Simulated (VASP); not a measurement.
# Cd2HgO3: relaxation of shape and atoms at fixed volume with PBE

Crystal: Cd2HgO3.

```
Cd Hg O
1.0
     3.04760   -1.75876    0.01710
     3.04760    1.75876    0.01710
    -2.13344    0.00000    9.07846
Cd Hg O
2 1 3
Direct
  0.21738 0.21738 0.14885
  0.78262 0.78262 0.85115
  0.00000 0.00000 0.50000
  0.92850 0.92850 0.27838
  0.50000 0.50000 0.00000
  0.07150 0.07150 0.72162
```

- Program: VASP 6.6.1
- Task: relaxation of shape and atoms at fixed volume
- Functional: PBE
- Potentials or basis: VASP PAW PBE potentials, release 64 (Cd, Hg, O)
- Cutoff: 600 eV
- k mesh: 12 × 12 × 4
- Occupations: gaussian, width 0.1 eV
- Spin: no spin polarisation
- Dipole correction: no
- Further INCAR settings: ALGO = Fast; EDIFF = 1e-07; IBRION = 2; EDIFFG = -0.01; NSW = 50; ISIF = 4

```json
{
  "Energy gained by relaxing": "0.2 meV/atom",
  "Ionic steps": "7",
  "Pressure after relaxing": "-1.7 GPa",
  "Largest force after relaxing": "0.009 eV/Å",
  "Band gap on the k mesh": "zero (bands 27 and 28 overlap by 0.19 eV)"
}
```

Forces on the atoms (eV/Å):
```
Cd  -0.001  0.000 -0.009
Cd   0.001  0.000  0.009
Hg   0.000  0.000  0.000
O   -0.002  0.000 -0.001
O    0.000  0.000  0.000
O    0.002  0.000  0.001
```

The path:
```csv
step,energy change (eV),largest force (eV/Å),pressure (GPa),volume (Å³)
1,0.0000,0.1077,-1.77,97.45
2,-0.0006,0.0154,-1.84,97.45
3,-0.0006,0.0164,-1.84,97.45
4,-0.0010,0.0202,-1.78,97.45
5,-0.0011,0.0240,-1.72,97.45
6,-0.0011,0.0241,-1.71,97.45
7,-0.0012,0.0086,-1.72,97.45
```

Final structure:
```
Cd Hg O
1.0
     3.05306   -1.76163    0.01813
     3.05306    1.76163    0.01813
    -2.13404    0.00000    9.04672
Cd Hg O
2 1 3
Cartesian
  1.0102 0.0000 1.3528
  2.9618 0.0000 7.7302
  -1.0670 0.0000 4.5234
  5.0745 0.0000 2.5414
  3.0531 0.0000 0.0181
  -1.1024 0.0000 6.5415
```

Levels at points of the mesh, in eV from the Fermi level:
```csv
k point,band 23,band 24,band 25,band 26,band 27,band 28,band 29,band 30,band 31,band 32
"(0.00, 0.00, 0.00)",-1.36,-0.58,-0.57,-0.30,-0.30,-0.29,3.32,3.47,5.90,8.39
"(0.50, 0.00, 0.00)",-2.33,-1.80,-1.51,-0.76,-0.11,1.89,3.53,4.66,5.94,6.38
"(0.50, 0.50, 0.00)",-2.32,-2.16,-0.93,-0.70,-0.35,2.03,3.13,4.70,5.84,7.20
"(0.00, 0.00, 0.50)",-1.09,-1.00,-1.00,-0.13,-0.13,1.04,1.79,4.48,5.32,9.85
"(0.50, 0.00, 0.50)",-2.32,-2.16,-0.94,-0.70,-0.35,2.04,3.13,4.71,5.84,7.18
"(0.50, 0.50, 0.50)",-2.30,-1.80,-1.51,-0.77,-0.11,1.89,3.54,4.67,5.93,6.37
```

It took 38 min on 1 thread of Oxide Virtual Turin-like Processor (shared host), peak memory 0.66 GiB.

Caveat: semilocal functionals underestimate gaps, and a narrow one can read as zero; spin-orbit coupling is left out, which moves the levels of the heavy elements.
